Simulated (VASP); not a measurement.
Write the native input for VASP 6.6.1 that does the following.

```
Task                   : single point
Functional             : PBEsol
Potentials or basis    : VASP PAW PBE potentials, release 64 (Al, Cu)
Cutoff                 : 520 eV
k mesh                 : 10 × 10 × 14
Occupations            : gaussian, width 0.15 eV
Spin                   : no spin polarisation
Dipole correction      : no
Further INCAR settings : ALGO = Normal; EDIFF = 1e-07; NBANDS = 16
```

The structure of Al2Cu lies in POSCAR:

```
Al2Cu
1.0
    4.2271551709      0.0000000000      0.0000000000
    0.0000000000      4.2271551709      0.0000000000
    0.0000000000      0.0000000000      2.6466817742
Al Cu
2 1
Direct
    0.5000000000      0.0000000000      0.5000000000
    0.0000000000      0.5000000000      0.5000000000
    0.0000000000      0.0000000000      0.0000000000
```

This cell differs from its parent crystal: mode 4 frozen in at +0.000 Å, strain +e along z and -e/2 along x and y -0.0700.

One way to write it, as run:

INCAR

```
ALGO = Normal
EDIFF = 1E-7
ENCUT = 520
GGA = PS
ISIF = 2
ISMEAR = 0
LASPH = T
LCHARG = F
LREAL = F
LWAVE = F
NBANDS = 16
NELM = 80
PREC = Accurate
SIGMA = 0.15
```

KPOINTS

```
k-points
0
Gamma
  10 10 14
```

Potentials or basis: VASP PAW PBE potentials, release 64 (Al, Cu).

The run is started by

```sh
$ cat potpaw_PBE.64/Al/POTCAR potpaw_PBE.64/Cu/POTCAR > POTCAR
$ mpirun -np 1 vasp_std > vasp.out
```

It gave:

* Pressure: 2.3 GPa

Caveat: the cell differs from its parent crystal (mode 4 frozen in at +0.000 Å, strain +e along z and -e/2 along x and y -0.0700); the PAW data sets were made with another functional, which shifts forces and pressure a little.

Run time: 34 s on 1 thread of Intel(R) Xeon(R) 6975P-C (Granite Rapids), with other jobs on the host, peak memory 0.24 GiB.
